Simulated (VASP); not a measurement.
# MgS (Niningerite) (Fm-3m) in VASP: a series of runs

The runs below take MgS (Niningerite) through dielectric tensor, elastic constants, with PBEsol.

All numbers are computed with VASP 6.6.1; they aren't measurements. Logs are shortened: lines on timing, memory, paths and dates and some standing lists are left out, and cuts for length are marked.

## (1) The cell of the first run

It takes space group Fm-3m (No. 225, cubic). Conventional cell: a = 5.203 Å, b = 5.203 Å, c = 5.203 Å, α = 90.00°, β = 90.00°, γ = 90.00°. S (site symmetry m-3m) has 6 Mg at 2.60 Å within 3.4 Å. Within 3.4 Å of Mg (site symmetry m-3m) lie 6 S at 2.60 Å.

## (2) Dielectric tensor, PBEsol

Input file INCAR:

```
SYSTEM = MgS
ALGO = Normal
EDIFF = 1E-8
ENCUT = 520
GGA = PS
ISIF = 2
ISMEAR = 0
LASPH = .TRUE.
LCHARG = .FALSE.
LEPSILON = .TRUE.
LREAL = .FALSE.
LWAVE = .FALSE.
NELM = 80
PREC = Accurate
SIGMA = 0.01
```

Input file KPOINTS:

```
k-points
0
G
  9 9 9
  0 0 0
```

Input file POSCAR:

```
MgS
1.0
    0.0000000000      2.6016500000      2.6016500000
    2.6016500000      0.0000000000      2.6016500000
    2.6016500000      2.6016500000      0.0000000000
S Mg
1 1
Direct
    0.5000000000      0.5000000000      0.5000000000
    0.0000000000      0.0000000000      0.0000000000
```

Potentials or basis: VASP PAW PBE potentials, release 64 (S, Mg).

Launch:

```sh
cat potpaw_PBE.64/S/POTCAR potpaw_PBE.64/Mg/POTCAR > POTCAR
mpirun -np 1 vasp_std > vasp.out
```

OUTCAR:

```text
SYSTEM = MgS
   EDIFF = 1E-8
   ENCUT = 520
   GGA = PS
   ISIF = 2
   ISMEAR = 0
   LASPH = .TRUE.
   LEPSILON = .TRUE.
   LREAL = .FALSE.
   NELM = 80
   PREC = Accurate

 ion  position               nearest neighbor table
   1  0.500  0.500  0.500-   2 2.60   2 2.60   2 2.60   2 2.60   2 2.60   2 2.60
   2  0.000  0.000  0.000-   1 2.60   1 2.60   1 2.60   1 2.60   1 2.60   1 2.60

  LATTYP: Found a face centered cubic cell.
 ALAT       =     5.2033000000

  Lattice vectors:

 A1 = (   0.0000000000,   2.6016500000,   2.6016500000)
 A2 = (   2.6016500000,   0.0000000000,   2.6016500000)
 A3 = (   2.6016500000,   2.6016500000,   0.0000000000)

Analysis of symmetry for initial positions (statically):
[... 33 lines left out ...]
                                     Primitive cell

  volume of cell :      35.2190

  direct lattice vectors                    reciprocal lattice vectors
     0.000000000  2.601650000  2.601650000    -0.192185728  0.192185728  0.192185728
     2.601650000  0.000000000  2.601650000     0.192185728 -0.192185728  0.192185728
     2.601650000  2.601650000  0.000000000     0.192185728  0.192185728 -0.192185728

  length of vectors
     3.679288715  3.679288715  3.679288715     0.332875446  0.332875446  0.332875446

  position of ions in fractional coordinates (direct lattice)
[... 8 lines left out ...]
----------------------------------------------------------------------------------------

 KPOINTS: k-points

Automatic generation of k-mesh.
 Grid dimensions read from file:
 generate k-points for:    9    9    9

 Generating k-lattice:

  Cartesian coordinates                     Fractional coordinates (reciprocal lattice)
    -0.021353970  0.021353970  0.021353970     0.111111111  0.000000000  0.000000000
     0.021353970 -0.021353970  0.021353970     0.000000000  0.111111111  0.000000000
     0.021353970  0.021353970 -0.021353970     0.000000000  0.000000000  0.111111111

  Length of vectors
     0.036986161  0.036986161  0.036986161

  Shift w.r.t. Gamma in fractional coordinates (k-lattice)
     0.000000000  0.000000000  0.000000000

 Subroutine IBZKPT returns following result:
 ===========================================

 Found     35 irreducible k-points:

 Following reciprocal coordinates:
            Coordinates               Weight
  0.000000  0.000000  0.000000      1.000000
  0.111111  0.000000  0.000000      8.000000
  0.222222  0.000000  0.000000      8.000000
  0.333333  0.000000  0.000000      8.000000
  0.444444  0.000000  0.000000      8.000000
  0.111111  0.111111  0.000000      6.000000
[... 16 lines left out ...]
 -0.333333  0.333333  0.000000     12.000000
  0.444444  0.444444  0.000000      6.000000
 [... further k-points ...]
   k-points           NKPTS =     35   k-points in BZ     NKDIM =     35   number of bands    NBANDS=      8
   number of dos      NEDOS =    301   number of ions     NIONS =      2
   total plane-waves  NPLWV =  21952
   dimension x,y,z NGX =    28 NGY =   28 NGZ =   28
   dimension x,y,z NGXF=    56 NGYF=   56 NGZF=   56
   ions per type =               1   1
   NGX,Y,Z   is equivalent  to a cutoff of  12.65, 12.65, 12.65 a.u.
   NGXF,Y,Z  is equivalent  to a cutoff of  25.30, 25.30, 25.30 a.u.
 SYSTEM =  MgS
   PREC   = accura    normal or accurate (medium, high low for compatibility)
   ISTART =      0    job   : 0-new  1-cont  2-samecut
   ICHARG =      2    charge: 1-file 2-atom 10-const
   ISPIN  =      1    spin polarized calculation?
   LNONCOLLINEAR =      F non collinear calculations
   LSORBIT =      F    spin-orbit coupling
   LASPH  =      T    aspherical Exc in radial PAW
   ENCUT  =  520.0 eV  38.22 Ry    6.18 a.u.   6.84  6.84  6.84*2*pi/ulx,y,z
   NELM   =     80;   NELMIN=  2; NELMDL= -5     # of ELM steps
   EDIFF  = 0.1E-07   stopping-criterion for ELM
   LREAL  =      F    real-space projection
   EDIFFG = 0.1E-06   stopping-criterion for IOM
   NSW    =      0    number of steps for IOM
   IBRION =     -1    ionic relax: 0-MD 1-quasi-New 2-CG
[... 8 lines left out ...]
   EMIN   =  10.00;   EMAX   =-10.00  energy-range for DOS
   EFERMI =   0.00;   METHOD = LEGACY
   ISMEAR =     0;   SIGMA  =   0.01  broadening in eV -4-tet -1-fermi 0-gaus
   EFERMI_NEDOS =   21; number of points for ismear=-14 and -15
   IALGO  =     38    algorithm
   IMIX   =      4    mixing-type and parameters
     AMIX     =   0.40;   BMIX     =  1.00
     AMIX_MAG =   1.60;   BMIX_MAG =  1.00
  volume/ion in A,a.u.               =      17.61       118.83
  Fermi-wavevector in a.u.,A,eV,Ry     =   0.998878  1.887606 13.575323  0.997758
  Thomas-Fermi vector in A             =   2.131131
   LORBIT       =      0    0 simple, 1 ext, 2 COOP (PROOUT), +10 PAW based schemes
   GGA     = PS    functional components
   LHFCALC =     F    Hartree Fock is set to
   AEXX    =    0.0000 exact exchange contribution
   IVDW    =     0    specifies the selected vdW correction
   LEPSILON=     T    determine dielectric tensor
   LRPA    =     F    only Hartree local field effects (RPA)
 non-spin polarized calculation
 Gauss-broadening in eV      SIGMA  =   0.01
  energy-cutoff  :      520.00
  volume of cell :       35.22
 maximum number of plane-waves:       958
   NGX = 13   NGY = 13   NGZ = 13

--------------------------------------- Ionic step        1  -------------------------------------------

 number of electron       8.0000000 magnetization

 E-fermi :   3.7890     XC(G=0):  -9.8366

 val. band max:        3.6749867150   @ k =   0.0000   0.0000   0.0000
 cond. band min:       6.5092716776   @ k =   0.4444   0.4444   0.0000
 fundamental gap:      2.8342849625
 Fermi energy:         3.7889910945

 k-point     1 :       0.0000    0.0000    0.0000
  band No.  band energies     occupation
      1      -9.0082      2.00000
      2       3.6750      2.00000
      3       3.6750      2.00000
      4       3.6750      2.00000
      5       7.2682      0.00000
      6      11.5294      0.00000
      7      11.5294      0.00000
      8      11.5294      0.00000

 k-point     2 :       0.1111    0.0000    0.0000
  band No.  band energies     occupation
      1      -8.8869      2.00000
      2       2.7909      2.00000
      3       3.5922      2.00000
      4       3.5922      2.00000
      5       7.9596      0.00000
      6      11.2289      0.00000
      7      11.7474      0.00000
      8      11.7474      0.00000

 k-point     3 :       0.2222    0.0000    0.0000
  band No.  band energies     occupation
      1      -8.5502      2.00000
      2       1.2149      2.00000
      3       3.4001      2.00000
      4       3.4001      2.00000
      5       8.5206      0.00000
      6      11.5799      0.00000
      7      11.5799      0.00000
      8      11.5852      0.00000

 k-point     4 :       0.3333    0.0000    0.0000
  band No.  band energies     occupation
      1      -8.0962      2.00000
      2      -0.2179      2.00000
      3       3.2064      2.00000
      4       3.2064      2.00000
      5       8.3173      0.00000
      6      10.9344      0.00000
      7      10.9344      0.00000
      8      12.9536      0.00000

 k-point     5 :       0.4444    0.0000    0.0000
  band No.  band energies     occupation
      1      -7.7372      2.00000
      2      -1.0980      2.00000
      3       3.0912      2.00000
      4       3.0912      2.00000
      5       8.1054      0.00000
      6      10.5511      0.00000
      7      10.5511      0.00000
      8      13.7048      0.00000
[... 177 lines left out ...]
 k-point    22 :      -0.4444    0.3333    0.0000
  band No.  band energies     occupation
      1      -7.3445      2.00000
      2      -0.2617      2.00000
      3       0.8470      2.00000
      4       2.2605      2.00000
      5       7.4424      0.00000
      6       9.9020      0.00000
      7      13.4382      0.00000
      8      13.4831      0.00000

 k-point    23 :      -0.3333    0.3333    0.0000
  band No.  band energies     occupation
      1      -7.3746      2.00000
      2      -0.0054      2.00000
      3       0.2973      2.00000
      4       2.5191      2.00000
      5       8.0123      0.00000
      6      11.3136      0.00000
      7      12.5237      0.00000
      8      12.8183      0.00000

 k-point    24 :       0.4444    0.4444    0.0000
  band No.  band energies     occupation
      1      -7.3716      2.00000
      2      -0.4885      2.00000
      3       2.0056      2.00000
      4       2.0056      2.00000
      5       6.5093      0.00000
      6       7.9811      0.00000
      7      15.1932      0.00000
      8      16.3767      0.00000

 [... further k-points ...]

  FORCE on cell =-STRESS in cart. coord.  units (eV):
  Direction    XX          YY          ZZ          XY          YZ          ZX
  --------------------------------------------------------------------------------------
  -------------------------------------------------------------------------------------
  Total       -0.2496878     -0.2496878     -0.2496878      0.0000000      0.0000000      0.0000000
  in kB      -11.3587688    -11.3587688    -11.3587688      0.0000000      0.0000000      0.0000000
  external PRESSURE =     -11.3587688 kB  Pullay stress =       0.0000000 kB

 VOLUME and BASIS-vectors are now :
 -----------------------------------------------------------------------------
  energy-cutoff  :      520.00
  volume of cell :       35.22
      direct lattice vectors                 reciprocal lattice vectors
     0.000000000  2.601650000  2.601650000    -0.192185728  0.192185728  0.192185728
     2.601650000  0.000000000  2.601650000     0.192185728 -0.192185728  0.192185728
     2.601650000  2.601650000  0.000000000     0.192185728  0.192185728 -0.192185728

 POSITION                                       TOTAL-FORCE (eV/Angst)
 -----------------------------------------------------------------------------------
      2.60165      2.60165      2.60165         0.000000     -0.000000      0.000000
      0.00000      0.00000      0.00000        -0.000000      0.000000     -0.000000
 -----------------------------------------------------------------------------------
    total drift:                                0.000000      0.000000      0.000000

  FREE ENERGIE OF THE ION-ELECTRON SYSTEM (eV)
  ---------------------------------------------------
  free  energy   TOTEN  =        -9.0735227918 eV

  energy  without entropy=       -9.0735227918  energy(sigma->0) =       -9.07352279

 HEAD OF MICROSCOPIC STATIC DIELECTRIC TENSOR (INDEPENDENT PARTICLE, excluding Hartree and local field effects)
 ------------------------------------------------------
           6.084444    -0.000000    -0.000000
          -0.000000     6.084444    -0.000000
           0.000000     0.000000     6.084444
 ------------------------------------------------------

 Free energy of the ion-electron system (eV)
  ---------------------------------------------------
  ---------------------------------------------------
  free energy    TOTEN  =        -0.47829486 eV

  energy without entropy =       -0.47829486

------------------------ aborting loop because EDIFF is reached ----------------------------------------

--------------------------------------- Ionic step        2  -------------------------------------------

------------------------ aborting loop because EDIFF is reached ----------------------------------------

--------------------------------------- Ionic step        3  -------------------------------------------

 Free energy of the ion-electron system (eV)
  ---------------------------------------------------
  ---------------------------------------------------
  free energy    TOTEN  =        -0.47829488 eV

  energy without entropy =       -0.47829488

------------------------ aborting loop because EDIFF is reached ----------------------------------------

 PIEZOELECTRIC TENSOR FIELD DIRECTION 3  (e Angst)
 -----------------------------------------------------------------------------
    -0.00005  0.00000  0.00000           (  0.00001  0.00000  0.00000)
     0.00000 -0.00005 -0.00000           (  0.00000  0.00001  0.00000)
     0.00000 -0.00000 -0.00149           (  0.00000  0.00000  0.00000)

 PIEZOELECTRIC TENSOR FIELD DIRECTION 3  (C/m^2)
 -----------------------------------------------------------------------------
    -0.00002  0.00000  0.00000
     0.00000 -0.00002 -0.00000
     0.00000 -0.00000 -0.00068

 MACROSCOPIC STATIC DIELECTRIC TENSOR (including local field effects in DFT)
 ------------------------------------------------------
           5.497152     0.000000     0.000000
           0.000000     5.497152     0.000000
           0.000000     0.000000     5.497152
 ------------------------------------------------------

 PIEZOELECTRIC TENSOR (including local field effects)  for field in x, y, z        (e  Angst)
          XX          YY          ZZ          XY          YZ          ZX
  --------------------------------------------------------------------------------
  x     0.00000     0.00000     0.00000     0.00000     0.00000     0.00000
  y     0.00000     0.00000     0.00000     0.00000     0.00000     0.00000
  z     0.00000     0.00000     0.00000     0.00000     0.00000     0.00000

 PIEZOELECTRIC TENSOR (including local field effects)  for field in x, y, z        (C/m^2)
          XX          YY          ZZ          XY          YZ          ZX
  --------------------------------------------------------------------------------
  x     0.00000     0.00000     0.00000     0.00000     0.00000     0.00000
  y     0.00000     0.00000     0.00000     0.00000     0.00000     0.00000
  z     0.00000     0.00000     0.00000     0.00000     0.00000     0.00000

 BORN EFFECTIVE CHARGES (including local field effects) (in |e|, cummulative output)
 ---------------------------------------------------------------------------------
 ion    1
    1    -2.31733     0.00000     0.00000
    2    -0.00000    -2.31733     0.00000
    3     0.00000    -0.00000    -2.31733
 ion    2
    1     2.31733     0.00000    -0.00000
    2     0.00000     2.31733     0.00000
    3     0.00000     0.00000     2.31733
```

Wall time 3.1 min (1 thread of Intel Xeon Platinum 8375C at 2.90GHz (Ice Lake), shared host); peak memory 0.21 GiB.

What came out:

```
Band gap on the k mesh                  : 2.83 eV, indirect (least direct gap 3.59 eV)
Electronic dielectric tensor (diagonal) : 5.50
Born charges (mean of the diagonal)     : S -2.32; Mg +2.32 e
```

Electronic dielectric tensor:
```
5.50 0.00 0.00
0.00 5.50 0.00
0.00 0.00 5.50
```

Born effective charge tensors (e):
atom 1, S
```
-2.32  0.00  0.00
 0.00 -2.32  0.00
 0.00  0.00 -2.32
```
atom 2, Mg
```
2.32 0.00 0.00
0.00 2.32 0.00
0.00 0.00 2.32
```

Caveat: the PAW data sets were made with another functional, which shifts forces and pressure a little. A k mesh can miss the band edges.

## (3) Elastic constants, PBEsol

Input file INCAR:

```
SYSTEM = MgS
PREC     = Accurate       ! precision mode
ENCUT    = 600            ! plane-wave cutoff, eV
EDIFF    = 1E-8           ! SCF threshold, eV
ISMEAR   = 0              ! smearing method
SIGMA    = 0.01           ! smearing width, eV
LREAL    = .False.        ! projectors in reciprocal space
LASPH    = .True.         ! aspherical terms in the spheres
NELM     = 100            ! most SCF steps
ALGO     = Normal         ! electronic algorithm
ISIF     = 3              ! what is computed and relaxed
LWAVE    = .False.        ! write WAVECAR
LCHARG   = .True.         ! write CHGCAR
GGA      = PS             ! functional
IBRION   = 6              ! ionic algorithm
NFREE    = 2            
POTIM    = 0.015          ! step
NSW      = 1              ! ionic steps
```

Input file KPOINTS:

```
Automatic mesh
0
Gamma
  7 7 7
  0 0 0
```

POSCAR is that of step 2.

Potentials or basis: VASP PAW PBE potentials, release 64 (S, Mg).

Launch:

```sh
cat potpaw_PBE.64/S/POTCAR potpaw_PBE.64/Mg/POTCAR > POTCAR
mpirun -np 1 vasp_std > vasp.out
```

Run time: 6.3 min. Hardware: 1 thread of Intel Xeon Platinum 8375C at 2.90GHz (Ice Lake), shared host; peak memory 0.23 GiB.

Results (log left out):

```
Elastic constants C11, C12, C44                         : 145, 41, 54 GPa
Voigt bulk modulus                                      : 76 GPa
Highest phonon frequency at Γ, LO-TO splitting left out : 234 cm⁻¹
```

Phonon frequencies in cm⁻¹ (negative: imaginary):
```
              q point        frequencies
(0.000, 0.000, 0.000)  0 0 0 234 234 234
```

Elastic tensor in Voigt notation (GPa, in the Cartesian axes of the cell as first typed):
```
145  41  41   0   0   0
 41 145  41   0   0   0
 41  41 145   0   0   0
  0   0   0  54   0   0
  0   0   0   0  54   0
  0   0   0   0   0  54
```

Clamped-ion elastic tensor (GPa):
```
145  41  41   0   0   0
 41 145  41   0   0   0
 41  41 145   0   0   0
  0   0   0  54   0   0
  0   0   0   0  54   0
  0   0   0   0   0  54
```

Caveat: the cell is under stress, which shifts elastic constants; the PAW data sets were made with another functional, which shifts forces and pressure a little.
